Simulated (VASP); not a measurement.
# Na3TiPb (Cmmm) in VASP: single point with PBE

Aim: the single point of Na3TiPb with PBE.

Everything below comes from runs of VASP 6.6.1. Logs are shortened: lines on timing, memory, paths and dates and some standing lists are left out, and cuts for length are marked.

**1. The cell of the first run**

Symmetry: Cmmm, No. 65, orthorhombic system. The conventional cell has a = 6.252 Å, b = 10.560 Å, c = 5.591 Å, α = 90.00°, β = 90.00°, γ = 90.00°. Na (site symmetry mmm) has 2 Pb at 2.80 Å and 2 Ti at 3.13 Å within 3.7 Å. Na (site symmetry 2/m) has 2 Pb at 3.07 Å and 6 Na at 3.13 to 4.15 Å and 4 Ti at 4.15 Å within 4.2 Å. Within 4.2 Å of Ti (site symmetry mmm) lie 10 Na at 3.13 to 4.15 Å and 4 Pb at 4.19 Å. Within 3.7 Å of Pb (site symmetry mmm) lie 6 Na at 2.80 to 3.07 Å.

**2. Single point, PBE**

Contents of INCAR:

```
SYSTEM = Na3TiPb
PREC = Accurate
ENCUT = 520
EDIFF = 1E-7
ISMEAR = 0
SIGMA = 0.1
LREAL = .False.
LASPH = .True.
NELM = 60
ALGO = Fast
ISIF = 2
LWAVE = .False.
LCHARG = .False.
GGA = PE
NBANDS = 32
```

Contents of KPOINTS:

```
Automatic mesh
0
Gamma
  8 8 8
  0 0 0
```

Contents of POSCAR:

```
Na3TiPb
1.0
    3.1258709792     -5.2797991422      0.0000000000
    3.1258709792      5.2797991422      0.0000000000
    0.0000000000      0.0000000000      5.5907026590
Na Ti Pb
3 1 1
Direct
    0.0000000000      0.0000000000      0.0000000000
    0.0000000000      0.5000000000      0.5000000000
    0.5000000000      0.0000000000      0.5000000000
    0.5000000000      0.5000000000      0.0000000000
    0.0000000000      0.0000000000      0.5000000000
```

Potentials or basis: VASP PAW PBE potentials, release 64 (Na_pv, Ti_sv, Pb_d).

The run is started by

```
$ cat potpaw_PBE.64/Na_pv/POTCAR potpaw_PBE.64/Ti_sv/POTCAR potpaw_PBE.64/Pb_d/POTCAR > POTCAR
$ mpirun -np 1 vasp_std > vasp.out
```

OUTCAR:

```text
SYSTEM = Na3TiPb
   PREC = Accurate
   ENCUT = 520
   EDIFF = 1E-7
   ISMEAR = 0
   LREAL = .False.
   LASPH = .True.
   NELM = 60
   ISIF = 2
   GGA = PE

 ion  position               nearest neighbor table
   1  0.000  0.000  0.000-   5 2.80   5 2.80
   2  0.000  0.500  0.500-   5 3.07   5 3.07
   3  0.500  0.000  0.500-   5 3.07   5 3.07
   4  0.500  0.500  0.000-
   5  0.000  0.000  0.500-   1 2.80   1 2.80   3 3.07   2 3.07   2 3.07   3 3.07

  LATTYP: Found a base centered orthorhombic cell.
 ALAT       =     6.2517419584
 B/A-ratio  =     1.6890649606
 C/A-ratio  =     0.8942631824

  Lattice vectors:

 A1 = (   3.1258709792,  -5.2797991422,   0.0000000000)
 A2 = (   3.1258709792,   5.2797991422,   0.0000000000)
 A3 = (   0.0000000000,   0.0000000000,   5.5907026590)

Analysis of symmetry for initial positions (statically):
=====================================================================
 Subroutine PRICEL returns:
 Original cell was already a primitive cell.

 Routine SETGRP: Setting up the symmetry group for a
 base centered orthorhombic supercell.

 Subroutine GETGRP returns: Found  8 space group operations
 (whereof  8 operations were pure point group operations)
 out of a pool of  8 trial point group operations.

The static configuration has the point symmetry D_2h.

Analysis of symmetry for dynamics (positions and initial velocities):
=====================================================================
 Subroutine PRICEL returns:
 Original cell was already a primitive cell.

 Routine SETGRP: Setting up the symmetry group for a
 base centered orthorhombic supercell.

 Subroutine GETGRP returns: Found  8 space group operations
 (whereof  8 operations were pure point group operations)
 out of a pool of  8 trial point group operations.

The dynamic configuration has the point symmetry D_2h.

 Subroutine INISYM returns: Found  8 space group operations
 (whereof  8 operations are pure point group operations),
 and found     1 'primitive' translations

----------------------------------------------------------------------------------------

                                     Primitive cell

  volume of cell :     184.5376

  direct lattice vectors                    reciprocal lattice vectors
     3.125870979 -5.279799142  0.000000000     0.159955418 -0.094700572  0.000000000
     3.125870979  5.279799142  0.000000000     0.159955418  0.094700572  0.000000000
     0.000000000  0.000000000  5.590702659     0.000000000  0.000000000  0.178868393

  length of vectors
     6.135743505  6.135743505  5.590702659     0.185886886  0.185886886  0.178868393

  position of ions in fractional coordinates (direct lattice)
     0.000000000  0.000000000  0.000000000
     1.000000000  0.500000000  0.500000000
     0.500000000  1.000000000  0.500000000
     0.500000000  0.500000000  0.000000000
     0.000000000  0.000000000  0.500000000

  ion indices of the primitive-cell ions
   primitive index   ion index
                 1           1
                 2           2
                 3           3
                 4           4
                 5           5

----------------------------------------------------------------------------------------

 KPOINTS: Automatic mesh

Automatic generation of k-mesh.
 Grid dimensions read from file:
 generate k-points for:    8    8    8

 Generating k-lattice:

  Cartesian coordinates                     Fractional coordinates (reciprocal lattice)
     0.019994427 -0.011837572  0.000000000     0.125000000 -0.000000000  0.000000000
     0.019994427  0.011837572  0.000000000    -0.000000000  0.125000000  0.000000000
     0.000000000  0.000000000  0.022358549     0.000000000  0.000000000  0.125000000

  Length of vectors
     0.023235861  0.023235861  0.022358549

  Shift w.r.t. Gamma in fractional coordinates (k-lattice)
     0.000000000  0.000000000  0.000000000

 Subroutine IBZKPT returns following result:
 ===========================================

 Found    105 irreducible k-points:

 Following reciprocal coordinates:
            Coordinates               Weight
  0.000000  0.000000  0.000000      1.000000
  0.125000 -0.000000  0.000000      4.000000
  0.250000 -0.000000  0.000000      4.000000
  0.375000 -0.000000  0.000000      4.000000
  0.500000 -0.000000  0.000000      2.000000
  0.125000  0.125000  0.000000      2.000000
[... 16 lines left out ...]
  0.125000 -0.000000  0.125000      8.000000
  0.250000 -0.000000  0.125000      8.000000
 [... further k-points ...]
   k-points           NKPTS =    105   k-points in BZ     NKDIM =    105   number of bands    NBANDS=     32
   number of dos      NEDOS =    301   number of ions     NIONS =      5
   total plane-waves  NPLWV =  96768
   dimension x,y,z NGX =    48 NGY =   48 NGZ =   42
   dimension x,y,z NGXF=    96 NGYF=   96 NGZF=   84
   ions per type =               3   1   1
   NGX,Y,Z   is equivalent  to a cutoff of  13.01, 13.01, 12.49 a.u.
   NGXF,Y,Z  is equivalent  to a cutoff of  26.01, 26.01, 24.98 a.u.
 SYSTEM =  Na3TiPb
   PREC   = accura    normal or accurate (medium, high low for compatibility)
   ISTART =      0    job   : 0-new  1-cont  2-samecut
   ICHARG =      2    charge: 1-file 2-atom 10-const
   ISPIN  =      1    spin polarized calculation?
   LNONCOLLINEAR =      F non collinear calculations
   LSORBIT =      F    spin-orbit coupling
   LASPH  =      T    aspherical Exc in radial PAW
   ENCUT  =  520.0 eV  38.22 Ry    6.18 a.u.  11.41 11.41 10.40*2*pi/ulx,y,z
   NELM   =     60;   NELMIN=  2; NELMDL= -5     # of ELM steps
   EDIFF  = 0.1E-06   stopping-criterion for ELM
   LREAL  =      F    real-space projection
   EDIFFG = 0.1E-05   stopping-criterion for IOM
   NSW    =      0    number of steps for IOM
   IBRION =     -1    ionic relax: 0-MD 1-quasi-New 2-CG
   NFREE  =      0    steps in history (QN), initial steepest desc. (CG)
   ISIF   =      2    stress and relaxation
   ISYM   =      2    0-nonsym 1-usesym 2-fastsym
   POTIM  = 0.5000    time-step for ionic-motion
   TEBEG  =    0.0;   TEEND  =   0.0 temperature during run
   PSTRESS=    0.0 pullay stress
   NELECT =      47.0000    total number of electrons
   NUPDOWN=      -1.0000    fix difference up-down
   EMIN   =  10.00;   EMAX   =-10.00  energy-range for DOS
   EFERMI =   0.00;   METHOD = LEGACY
   ISMEAR =     0;   SIGMA  =   0.10  broadening in eV -4-tet -1-fermi 0-gaus
   EFERMI_NEDOS =   21; number of points for ismear=-14 and -15
   IALGO  =     68    algorithm
   IMIX   =      4    mixing-type and parameters
     AMIX     =   0.40;   BMIX     =  1.00
     AMIX_MAG =   1.60;   BMIX_MAG =  1.00
  volume/ion in A,a.u.               =      36.91       249.06
  Fermi-wavevector in a.u.,A,eV,Ry     =   1.037718  1.961002 14.651539  1.076858
  Thomas-Fermi vector in A             =   2.172168
   LORBIT       =      0    0 simple, 1 ext, 2 COOP (PROOUT), +10 PAW based schemes
   GGA     = PE    functional components
   LHFCALC =     F    Hartree Fock is set to
   AEXX    =    0.0000 exact exchange contribution
   IVDW    =     0    specifies the selected vdW correction
   LEPSILON=     F    determine dielectric tensor
   LRPA    =     F    only Hartree local field effects (RPA)
 non-spin polarized calculation
 RMM-DIIS sequential band-by-band and
 Gauss-broadening in eV      SIGMA  =   0.10
  energy-cutoff  :      520.00
  volume of cell :      184.54
 maximum number of plane-waves:      5021
 NGX is ok and might be reduce to    48
   NGX = 23   NGY = 23   NGZ = 21

 number of electron      46.9999972 magnetization

 Free energy of the ion-electron system (eV)
  ---------------------------------------------------
  ext. energy  EPLUGINS =         0.00000000
  ---------------------------------------------------
  free energy    TOTEN  =       -10.66994967 eV

  energy without entropy =      -10.58846546  energy(sigma->0) =      -10.62920756

 E-fermi :   1.4711     XC(G=0):  -7.2915

 val. band max:        1.4693990307   @ k =   0.3750  -0.0000   0.5000
 cond. band min:       1.4715045360   @ k =   0.1250   0.1250   0.1250
 fundamental gap:      0.0021055053
 Fermi energy:         1.4710914270

 k-point     1 :       0.0000    0.0000    0.0000
  band No.  band energies     occupation
      1     -56.4347      2.00000
      2     -32.7506      2.00000
      3     -32.7160      2.00000
      4     -32.6171      2.00000
      5     -23.1719      2.00000
      6     -23.0774      2.00000
[... 24 lines left out ...]
     31       4.9439      0.00000
     32       5.4860      0.00000

 k-point     2 :       0.1250   -0.0000    0.0000
  band No.  band energies     occupation
      1     -56.4347      2.00000
      2     -32.7506      2.00000
      3     -32.7160      2.00000
      4     -32.6171      2.00000
      5     -23.1680      2.00000
      6     -23.0770      2.00000
[... 24 lines left out ...]
     31       5.0226      0.00000
     32       5.2662      0.00000

 k-point     3 :       0.2500   -0.0000    0.0000
  band No.  band energies     occupation
      1     -56.4347      2.00000
      2     -32.7506      2.00000
      3     -32.7160      2.00000
      4     -32.6170      2.00000
      5     -23.1569      2.00000
      6     -23.0860      2.00000
[... 24 lines left out ...]
     31       4.7450      0.00000
     32       4.7915      0.00000

 k-point     4 :       0.3750   -0.0000    0.0000
  band No.  band energies     occupation
      1     -56.4347      2.00000
      2     -32.7506      2.00000
      3     -32.7160      2.00000
      4     -32.6170      2.00000
      5     -23.1404      2.00000
      6     -23.1017      2.00000
[... 654 lines left out ...]
     31       4.8078      0.00000
     32       5.3020      0.00000

 k-point    23 :       0.1250   -0.0000    0.1250
  band No.  band energies     occupation
      1     -56.4347      2.00000
      2     -32.7506      2.00000
      3     -32.7160      2.00000
      4     -32.6171      2.00000
      5     -23.1680      2.00000
      6     -23.0770      2.00000
[... 24 lines left out ...]
     31       4.7727      0.00000
     32       5.0781      0.00000

 k-point    24 :       0.2500   -0.0000    0.1250
  band No.  band energies     occupation
      1     -56.4347      2.00000
      2     -32.7506      2.00000
      3     -32.7160      2.00000
      4     -32.6170      2.00000
      5     -23.1569      2.00000
      6     -23.0860      2.00000
[... 24 lines left out ...]
     31       4.8315      0.00000
     32       5.1242      0.00000

 [... further k-points ...]

------------------------ aborting loop because EDIFF is reached ----------------------------------------

  FORCE on cell =-STRESS in cart. coord.  units (eV):
  Direction    XX          YY          ZZ          XY          YZ          ZX
  --------------------------------------------------------------------------------------
  -------------------------------------------------------------------------------------
  Total       -0.0290656     -0.0109400     -0.0313284      0.0000000      0.0000000      0.0000000
  in kB       -0.2523508     -0.0949824     -0.2719968      0.0000000      0.0000000      0.0000000
  external PRESSURE =      -0.2064434 kB  Pullay stress =       0.0000000 kB

 VOLUME and BASIS-vectors are now :
 -----------------------------------------------------------------------------
  energy-cutoff  :      520.00
  volume of cell :      184.54
      direct lattice vectors                 reciprocal lattice vectors
     3.125870979 -5.279799142  0.000000000     0.159955418 -0.094700572  0.000000000
     3.125870979  5.279799142  0.000000000     0.159955418  0.094700572  0.000000000
     0.000000000  0.000000000  5.590702659     0.000000000  0.000000000  0.178868393

 POSITION                                       TOTAL-FORCE (eV/Angst)
 -----------------------------------------------------------------------------------
      0.00000      0.00000      0.00000        -0.000000     -0.000000      0.000000
      1.56294      2.63990      2.79535        -0.000000     -0.000000      0.000000
      1.56294     -2.63990      2.79535         0.000000     -0.000000      0.000000
      3.12587      0.00000      0.00000        -0.000000      0.000000      0.000000
      0.00000      0.00000      2.79535        -0.000000     -0.000000      0.000000
 -----------------------------------------------------------------------------------
    total drift:                                0.000000     -0.000000     -0.000000

  FREE ENERGIE OF THE ION-ELECTRON SYSTEM (eV)
  ---------------------------------------------------
  free  energy   TOTEN  =       -10.6699496651 eV

  energy  without entropy=      -10.5884654559  energy(sigma->0) =      -10.62920756
```

Run time: 34 min. Hardware: 1 thread of Intel Xeon Platinum 8488C (Sapphire Rapids), shared host; peak memory 0.74 GiB.

What came out:

- Free energy: -10.6699 eV
- Pressure: 0.0 GPa
- Band gap on the k mesh: zero (an odd number of electrons rules out a gap without spin polarisation)

Caveat: spin-orbit coupling is left out, which moves the levels of the heavy elements.
